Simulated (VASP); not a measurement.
Wanted: the native input for a VASP 6.6.1 run.

```yaml
Task: single point
Functional: PBEsol
Potentials_or_basis: VASP PAW PBE potentials, release 64 (Rb_sv, Br)
Cutoff: 520 eV
k_mesh: 6 × 6 × 6
Occupations: gaussian, width 0.01 eV
Spin: no spin polarisation
Dipole_correction: no
Further_INCAR_settings: ALGO = Normal; EDIFF = 1e-07; NBANDS = 15
```

The structure of RbBr lies in POSCAR:

```
RbBr
1.0
    0.0000000000      2.7940500064      2.7940500064
    2.7940500064      0.0000000000      2.7940500064
    2.7940500064      2.7940500064      0.0000000000
Rb Br
1 1
Direct
    0.0000000000      0.0000000000      0.0000000000
    0.5000000000      0.5000000000      0.5000000000
```

The input as run:

INCAR

```
SYSTEM = RbBr
PREC = Accurate
ENCUT = 520
EDIFF = 1E-7
ISMEAR = 0
SIGMA = 0.01
LREAL = .False.
LASPH = .True.
NELM = 60
ALGO = Normal
ISIF = 2
LWAVE = .False.
LCHARG = .False.
GGA = PS
NBANDS = 15
```

KPOINTS

```
regular mesh
0
Gamma
  6 6 6
  0 0 0
```

Potentials or basis: VASP PAW PBE potentials, release 64 (Rb_sv, Br).

Launch:

```bash
$ cat potpaw_PBE.64/Rb_sv/POTCAR potpaw_PBE.64/Br/POTCAR > POTCAR
$ mpirun -np 1 vasp_std > vasp.out
```

Results of the run:

```
Pressure               : 40.6 GPa
Band gap on the k mesh : 3.45 eV
```

Caveat: the cell stands under pressure; the PAW data sets were made with another functional, which shifts forces and pressure a little.

Run time: 30 s on 1 thread of Intel Xeon 8259CL (shared host), peak memory 0.17 GiB.
